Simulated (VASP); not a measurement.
# SiGe2 (Fm-3m) in VASP: vibrations by perturbation theory with PBEsol

Aim: the vibrations by perturbation theory of SiGe2 with PBEsol.

Everything below comes from runs of VASP 6.6.1. Logs are shortened: lines on timing, memory, paths and dates and some standing lists are left out, and cuts for length are marked.

## (1) The cell of the first run

The structure is cubic, space group Fm-3m (No. 225). The conventional cell has a = 6.122 Å, b = 6.122 Å, c = 6.122 Å, α = 90.00°, β = 90.00°, γ = 90.00°. Within 3.5 Å of Si (site symmetry m-3m) lie 8 Ge at 2.65 Å. Ge (site symmetry -43m) has 4 Si at 2.65 Å and 6 Ge at 3.06 Å within 3.5 Å.

## (2) Vibrations by perturbation theory, PBEsol

INCAR reads:

```
PREC     = Accurate       # precision mode
ENCUT    = 520            # plane-wave cutoff, eV
EDIFF    = 1E-8           # SCF threshold, eV
ISMEAR   = -1             # smearing method
SIGMA    = 0.15           # smearing width, eV
LREAL    = False          # projectors in reciprocal space
LASPH    = True           # aspherical terms in the spheres
NELM     = 80             # most SCF steps
ALGO     = Normal         # electronic algorithm
ISIF     = 2              # what is computed and relaxed
LWAVE    = False          # write WAVECAR
LCHARG   = False          # write CHGCAR
GGA      = PS             # functional
IBRION   = 8              # ionic algorithm
NSW      = 1              # ionic steps
```

KPOINTS reads:

```
regular mesh
0
Gamma
  12 12 12
```

POSCAR reads:

```
SiGe2
1.0
    0.0000000000      3.0608803906      3.0608803906
    3.0608803906      0.0000000000      3.0608803906
    3.0608803906      3.0608803906      0.0000000000
Si Ge
1 2
Direct
    0.0000000000      0.0000000000      0.0000000000
    0.7500000000      0.7500000000      0.7500000000
    0.2500000000      0.2500000000      0.2500000000
```

Potentials or basis: VASP PAW PBE potentials, release 64 (Si, Ge_d).

Run with:

```sh
> cat potpaw_PBE.64/Si/POTCAR potpaw_PBE.64/Ge_d/POTCAR > POTCAR
> mpirun -np 1 vasp_std > vasp.out
```

OUTCAR:

```text
PREC = Accurate
   ENCUT = 520
   EDIFF = 1E-8
   ISMEAR = -1
   LREAL = False
   LASPH = True
   NELM = 80
   ISIF = 2
   GGA = PS
   IBRION = 8
   NSW = 1

 ion  position               nearest neighbor table
   1  0.000  0.000  0.000-   2 2.65   2 2.65   2 2.65   2 2.65   3 2.65   3 2.65   3 2.65   3 2.65

   2  0.750  0.750  0.750-   1 2.65   1 2.65   1 2.65   1 2.65
   3  0.250  0.250  0.250-   1 2.65   1 2.65   1 2.65   1 2.65

  LATTYP: Found a face centered cubic cell.
 ALAT       =     6.1217607812

  Lattice vectors:

 A1 = (   0.0000000000,   3.0608803906,   3.0608803906)
 A2 = (   3.0608803906,   0.0000000000,   3.0608803906)
 A3 = (   3.0608803906,   3.0608803906,   0.0000000000)

Analysis of symmetry for initial positions (statically):
=====================================================================
 Subroutine PRICEL returns:
 Original cell was already a primitive cell.

 Routine SETGRP: Setting up the symmetry group for a
 face centered cubic supercell.

 Subroutine GETGRP returns: Found 48 space group operations
 (whereof 48 operations were pure point group operations)
 out of a pool of 48 trial point group operations.

The static configuration has the point symmetry O_h .

Analysis of symmetry for dynamics (positions and initial velocities):
=====================================================================
 Subroutine PRICEL returns:
 Original cell was already a primitive cell.

 Routine SETGRP: Setting up the symmetry group for a
 face centered cubic supercell.

 Subroutine GETGRP returns: Found 48 space group operations
 (whereof 48 operations were pure point group operations)
 out of a pool of 48 trial point group operations.

The dynamic configuration has the point symmetry O_h .

 Subroutine INISYM returns: Found 48 space group operations
 (whereof 48 operations are pure point group operations),
 and found     1 'primitive' translations

----------------------------------------------------------------------------------------

                                     Primitive cell

  volume of cell :      57.3547

  direct lattice vectors                    reciprocal lattice vectors
     0.000000000  3.060880391  3.060880391    -0.163351695  0.163351695  0.163351695
     3.060880391  0.000000000  3.060880391     0.163351695 -0.163351695  0.163351695
     3.060880391  3.060880391  0.000000000     0.163351695  0.163351695 -0.163351695

  length of vectors
     4.328738561  4.328738561  4.328738561     0.282933435  0.282933435  0.282933435

  position of ions in fractional coordinates (direct lattice)
     0.000000000  0.000000000  0.000000000
     0.750000000  0.750000000  0.750000000
     0.250000000  0.250000000  0.250000000

  ion indices of the primitive-cell ions
   primitive index   ion index
                 1           1
                 2           2
                 3           3

----------------------------------------------------------------------------------------

 KPOINTS: regular mesh

Automatic generation of k-mesh.
 Grid dimensions read from file:
 generate k-points for:   12   12   12

 Generating k-lattice:

  Cartesian coordinates                     Fractional coordinates (reciprocal lattice)
    -0.013612641  0.013612641  0.013612641     0.083333333  0.000000000  0.000000000
     0.013612641 -0.013612641  0.013612641     0.000000000  0.083333333  0.000000000
     0.013612641  0.013612641 -0.013612641     0.000000000  0.000000000  0.083333333

  Length of vectors
     0.023577786  0.023577786  0.023577786

  Shift w.r.t. Gamma in fractional coordinates (k-lattice)
     0.000000000  0.000000000  0.000000000

 Subroutine IBZKPT returns following result:
 ===========================================

 Found     72 irreducible k-points:

 Following reciprocal coordinates:
            Coordinates               Weight
  0.000000  0.000000  0.000000      1.000000
  0.083333  0.000000  0.000000      8.000000
  0.166667  0.000000  0.000000      8.000000
  0.250000  0.000000  0.000000      8.000000
  0.333333  0.000000  0.000000      8.000000
  0.416667  0.000000  0.000000      8.000000
[... 41 lines left out ...]
   IBRION =      8    ionic relax: 0-MD 1-quasi-New 2-CG
   NFREE  =      0    steps in history (QN), initial steepest desc. (CG)
   ISIF   =      2    stress and relaxation
   ISYM   =      2    0-nonsym 1-usesym 2-fastsym
   POTIM  = 0.5000    time-step for ionic-motion
   TEBEG  =    0.0;   TEEND  =   0.0 temperature during run
   PSTRESS=    0.0 pullay stress
   NELECT =      32.0000    total number of electrons
   NUPDOWN=      -1.0000    fix difference up-down
   EMIN   =  10.00;   EMAX   =-10.00  energy-range for DOS
   EFERMI =   0.00;   METHOD = LEGACY
   ISMEAR =    -1;   SIGMA  =   0.15  broadening in eV -4-tet -1-fermi 0-gaus
   EFERMI_NEDOS =   21; number of points for ismear=-14 and -15
   IALGO  =     38    algorithm
   IMIX   =      4    mixing-type and parameters
     AMIX     =   0.40;   BMIX     =  1.00
     AMIX_MAG =   1.60;   BMIX_MAG =  1.00
  volume/ion in A,a.u.               =      19.12       129.02
  Fermi-wavevector in a.u.,A,eV,Ry     =   1.347727  2.546834 24.713173  1.816367
  Thomas-Fermi vector in A             =   2.475454
   LORBIT       =      0    0 simple, 1 ext, 2 COOP (PROOUT), +10 PAW based schemes
   GGA     = PS    functional components
   LHFCALC =     F    Hartree Fock is set to
   AEXX    =    0.0000 exact exchange contribution
   IVDW    =     0    specifies the selected vdW correction
   LEPSILON=     F    determine dielectric tensor
   LRPA    =     F    only Hartree local field effects (RPA)
 non-spin polarized calculation
  energy-cutoff  :      520.00
  volume of cell :       57.35
 maximum number of plane-waves:      1572
   NGX = 17   NGY = 17   NGZ = 17

--------------------------------------- Ionic step        1  -------------------------------------------

 number of electron      31.9999987 magnetization

 Free energy of the ion-electron system (eV)
  ---------------------------------------------------
  ext. energy  EPLUGINS =         0.00000000
  ---------------------------------------------------
  free energy    TOTEN  =       -14.64802312 eV

  energy without entropy =      -14.54347423  energy(sigma->0) =      -14.59574868

 E-fermi :   6.5935     XC(G=0): -10.7672

 val. band max:        6.5867483887   @ k =  -0.3333   0.2500   0.0000
 cond. band min:       6.5969865744   @ k =   0.5000   0.3333   0.0833
 fundamental gap:      0.0102381856
 Fermi energy:         6.5935413613

 k-point     1 :       0.0000    0.0000    0.0000
  band No.  band energies     occupation
      1     -18.0902      2.00000
      2     -18.0902      2.00000
      3     -18.0660      2.00000
      4     -18.0660      2.00000
      5     -18.0660      2.00000
      6     -18.0122      2.00000
[... 541 lines left out ...]
     19      10.2240      0.00000
     20      11.3237      0.00000

 [... further k-points ...]
[... 5 lines left out ...]
  --------------------------------------------------------------------------------------
  -------------------------------------------------------------------------------------
  Total        0.0095470      0.0095470      0.0095470     -0.0000000     -0.0000000      0.0000000
  in kB        0.2666905      0.2666905      0.2666905     -0.0000000     -0.0000000      0.0000000
  external PRESSURE =       0.2666905 kB  Pullay stress =       0.0000000 kB

 VOLUME and BASIS-vectors are now :
 -----------------------------------------------------------------------------
  energy-cutoff  :      520.00
  volume of cell :       57.35
      direct lattice vectors                 reciprocal lattice vectors
     0.000000000  3.060880391  3.060880391    -0.163351695  0.163351695  0.163351695
     3.060880391  0.000000000  3.060880391     0.163351695 -0.163351695  0.163351695
     3.060880391  3.060880391  0.000000000     0.163351695  0.163351695 -0.163351695

 POSITION                                       TOTAL-FORCE (eV/Angst)
 -----------------------------------------------------------------------------------
      0.00000      0.00000      0.00000         0.000000     -0.000000      0.000000
      4.59132      4.59132      4.59132        -0.000000     -0.000000     -0.000000
      1.53044      1.53044      1.53044         0.000000      0.000000     -0.000000
 -----------------------------------------------------------------------------------
    total drift:                               -0.000000     -0.000000      0.000000

  FREE ENERGIE OF THE ION-ELECTRON SYSTEM (eV)
  ---------------------------------------------------
  free  energy   TOTEN  =       -14.6480231248 eV

  energy  without entropy=      -14.5434742314  energy(sigma->0) =      -14.59574868

[... ionic steps 2 to 3 ...]

--------------------------------------- Ionic step        4  -------------------------------------------

------------------------ aborting loop because EDIFF is reached ----------------------------------------

[... ionic steps 5 to 6 ...]

--------------------------------------- Ionic step        7  -------------------------------------------

 Free energy of the ion-electron system (eV)
  ---------------------------------------------------
  ---------------------------------------------------
  free energy    TOTEN  =        -0.19599281 eV

  energy without entropy =       -0.19599281

------------------------ aborting loop because EDIFF is reached ----------------------------------------

 INTERNAL STRAIN TENSOR  FOR ION    2  DIRECTION 1   (eV/Angst):
 -----------------------------------------------------------------------------
     0.00731  0.00000  0.00000
     0.00000 -0.00429  4.31974
     0.00000  4.31974 -0.00429

 INTERNAL STRAIN TENSOR FOR ION    3 for displacements in x,y,z  (eV/Angst):
          X           Y           Z          XY          YZ          ZX
  --------------------------------------------------------------------------------
  x    -0.00000     0.00000     0.00000     0.00000    -4.31974     0.00000
  y     0.00000     0.00000     0.00000     0.00000     0.00000    -4.31974
  z     0.00000     0.00000    -0.00000    -4.31974     0.00000     0.00000

 SECOND DERIVATIVES (NOT SYMMETRIZED)
 ------------------------------------
               1X          1Y          1Z          2X          2Y          2Z          3X          3Y          3Z
  1X    -4.674122    0.000000    0.000000    2.337061    0.000000    0.000000    2.337061    0.000000    0.000000
  1Y     0.000000   -4.674122    0.000000    0.000000    2.337061    0.000000    0.000000    2.337061    0.000000
  1Z     0.000000    0.000000   -4.674122    0.000000    0.000000    2.337061    0.000000    0.000000    2.337061
  2X     2.328023    0.000000    0.000000   -3.715672    0.000000    0.000000    1.387649    0.000000    0.000000
  2Y     0.000000    2.328023    0.000000    0.000000   -3.715672    0.000000    0.000000    1.387649    0.000000
  2Z     0.000000    0.000000    2.328023    0.000000    0.000000   -3.715672    0.000000    0.000000    1.387649
  3X     2.328023    0.000000    0.000000    1.387649    0.000000    0.000000   -3.715672    0.000000    0.000000
  3Y     0.000000    2.328023    0.000000    0.000000    1.387649    0.000000    0.000000   -3.715672    0.000000
  3Z     0.000000    0.000000    2.328023    0.000000    0.000000    1.387649    0.000000    0.000000   -3.715672

 Eigenvectors and eigenvalues of the dynamical matrix
 ----------------------------------------------------

   1 f  =    6.964980 THz    43.762258 2PiTHz  232.326715 cm-1    28.804829 meV
             X         Y         Z           dx          dy          dz
      0.000000  0.000000  0.000000    -0.000000   -0.000000    0.915680
      4.591321  4.591321  4.591321     0.000000    0.000000   -0.284192
      1.530440  1.530440  1.530440    -0.000000   -0.000000   -0.284192
[... 43 lines left out ...]
   9 f/i=    0.004966 THz     0.031202 2PiTHz    0.165648 cm-1     0.020538 meV
             X         Y         Z           dx          dy          dz
      0.000000  0.000000  0.000000    -0.115143    0.376489    0.080800
      4.591321  4.591321  4.591321    -0.185498    0.606532    0.130170
      1.530440  1.530440  1.530440    -0.185498    0.606532    0.130170

--------------------------------------------------------------------------------------------------------

 ELASTIC MODULI CONTR FROM IONIC RELAXATION (kBar)
 Direction    XX          YY          ZZ          XY          YZ          ZX
 --------------------------------------------------------------------------------
 XX          -0.0000     -0.0000      0.0000      0.0000     -0.0000      0.0000
 YY          -0.0000     -0.0000      0.0000      0.0000     -0.0000      0.0000
 ZZ           0.0000      0.0000     -0.0000     -0.0000      0.0000     -0.0000
 XY           0.0000      0.0000     -0.0000   -204.2841      0.0000     -0.0000
 YZ          -0.0000     -0.0000      0.0000      0.0000   -204.2841      0.0000
 ZX           0.0000      0.0000     -0.0000     -0.0000      0.0000   -204.2841
 --------------------------------------------------------------------------------
```

Run time: 31 min. Hardware: 1 thread of AMD EPYC 7R13, shared host; peak memory 0.68 GiB.

What came out:

| Item | Value |
| --- | --- |
| Highest phonon frequency at Γ, LO-TO splitting left out | 232 cm⁻¹ |

Phonon frequencies in cm⁻¹ (negative: imaginary):
| q point | frequencies |
| --- | --- |
| (0.000, 0.000, 0.000) | 0 0 0 138 138 138 232 232 232 |

Caveat: the PAW data sets were made with another functional, which shifts forces and pressure a little.
